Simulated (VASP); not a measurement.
PbS: single point with LDA

PbS:

```xyz
4
Lattice="2.9547 -2.9689 0.2885 2.9547 2.9689 0.2885 -0.5836 0.0000 5.9262" Properties=species:S:1:pos:R:3 pbc="T T T"
Pb    3.9943    0.0000    4.8774
Pb    1.3315    0.0000    1.6258
S     1.0401    0.0000    4.5891
S     4.2857    0.0000    1.9141
```

- Program: VASP 6.6.1
- Task: single point
- Functional: LDA
- Potentials or basis: VASP PAW LDA potentials, release 64 (Pb_d, S)
- Cutoff: 520 eV
- k mesh: 6 × 6 × 4
- Occupations: gaussian, width 0.01 eV
- Spin: no spin polarisation
- Dipole correction: no
- Further INCAR settings: ALGO = Normal; EDIFF = 1e-06; NBANDS = 28

```
Pressure               : -2.8 GPa
Band gap on the k mesh : 0.22 eV
```

Stress tensor (GPa, compression positive):
```
-2.85  0.00  0.01
 0.00 -2.86  0.00
 0.01  0.00 -2.74
```

Levels at points of the mesh, in eV from the valence-band top:
```csv
k point,band 18,band 19,band 20,band 21,band 22,band 23
"(0.00, 0.00, 0.00)",-2.14,-2.14,-2.11,3.76,5.01,5.08
"(0.50, 0.00, 0.00)",-1.85,-0.80,-0.80,1.32,1.32,2.33
"(0.50, 0.50, 0.00)",-3.44,-3.41,-3.41,3.75,3.75,5.46
"(0.00, 0.00, 0.50)",-2.81,-1.75,-1.75,2.32,2.32,4.64
"(0.50, 0.00, 0.50)",-1.72,0.00,0.00,0.22,0.23,1.84
"(0.50, 0.50, 0.50)",-4.43,-1.01,-1.01,2.04,2.04,4.57
```

It took 84 s on 1 thread of Intel(R) Xeon(R) Platinum 8488C (Sapphire Rapids) (shared host), peak memory 0.24 GiB.

Caveat: spin-orbit coupling is left out, which moves the levels of the heavy elements. A k mesh can miss the band edges.
